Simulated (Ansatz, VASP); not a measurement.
**Si2Mo: VASP beside Ansatz**

```
CELL_PARAMETERS angstrom
-1.59504 1.59504 3.91069
1.59504 -1.59504 3.91069
1.59504 1.59504 -3.91069
ATOMIC_POSITIONS crystal
Si 0.30735 0.36277 0.00000
Si 0.63723 0.69265 0.00000
Mo 0.00000 0.00000 0.00000
```

Change from the starting cell: all Si atoms moved +0.125 Å, as atom 1 along Cartesian [1 -1 0].

Alike in both runs: task single point; functional PBEsol; k mesh 20 × 20 × 20; occupations gaussian, width 0.15 eV; no spin polarisation.

|  | VASP | Ansatz |
| --- | --- | --- |
| version | VASP 6.6.1 | Ansatz 0.2.0 |
| potentials or method | VASP PAW PBE potentials, release 64 (Si, Mo_sv), cutoff 520 eV | scalar-relativistic, plane waves, PAW |
| valence electrons in the cell | 22 | 22 |

VASP gave:

```
gap on the k mesh at the Fermi level (eV)                     : none
pressure (GPa)                                                : 1.5
traceless stress, the component that is largest in VASP (GPa) : -1.51
rms of the force components (eV/Å)                            : 0.542
```

Estimate Ansatz's values.

gap on the k mesh at the Fermi level (eV): none; pressure (GPa): 1.1; traceless stress, the component that is largest in VASP (GPa): -1.49; rms of the force components (eV/Å): 0.536.

VASP's potentials were made for PBE, not for PBEsol. Atom by atom the forces differ by 0.006 eV/Å (rms over components). A gap of «none» marks a metal or a gap that the smearing closes.
